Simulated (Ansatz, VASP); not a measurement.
# SrO: VASP beside Ansatz

The input INCAR:

```
PREC = Accurate
ENCUT = 520
EDIFF = 1E-6
ISMEAR = 0
SIGMA = 0.02
LREAL = F
LASPH = T
NELM = 80
ALGO = Normal
ISIF = 2
LWAVE = F
LCHARG = F
GGA = PE
NBANDS = 15
```

Contents of KPOINTS:

```
regular mesh
0
Gamma
  8 8 8
```

File POSCAR:

```
SrO
1.0
    0.0000000000      2.4890209620      2.4890209620
    2.4890209620      0.0000000000      2.4890209620
    2.4890209620      2.4890209620      0.0000000000
Sr O
1 1
Direct
    0.5000000000      0.5000000000      0.5000000000
    0.0000000000      0.0000000000      0.0000000000
```

Input for Ansatz:

```yaml
crystal:
  lattice:
    - [0.0, 2.489020962, 2.489020962]
    - [2.489020962, 0.0, 2.489020962]
    - [2.489020962, 2.489020962, 0.0]
  atoms:
    - { symbol: Sr, position: [0.5, 0.5, 0.5] }
    - { symbol: O, position: [0.0, 0.0, 0.0] }
basis:
  ecutwfc: 420
kpoints:
  mp_grid: { grid: [8, 8, 8] }
hamiltonian:
  xc: pbe
scf:
  occupations: { method: gaussian, width: 0.02 }
output:
  forces: true
  stress: true
  eigenvalues: true
```

Alike in both runs: task single point; functional PBE; k mesh 8 × 8 × 8; occupations gaussian, width 0.02 eV; no spin polarisation.

|  | VASP | Ansatz |
| --- | --- | --- |
| version | VASP 6.6.1 | Ansatz 0.2.0 |
| potentials or method | VASP PAW PBE potentials, release 64 (Sr_sv, O), cutoff 520 eV | scalar-relativistic, plane waves, PAW |
| valence electrons in the cell | 16 | 16 |

```tsv
	VASP	Ansatz	Ansatz less VASP
gap on the k mesh at the Fermi level (eV)	3.18	3.24	+0.055
least direct gap on the mesh (eV)	3.19	3.24	+0.046
pressure (GPa)	15.3	14.4	-0.92
```

The functional is the same, so the differences come from potentials, cutoffs and numerics.
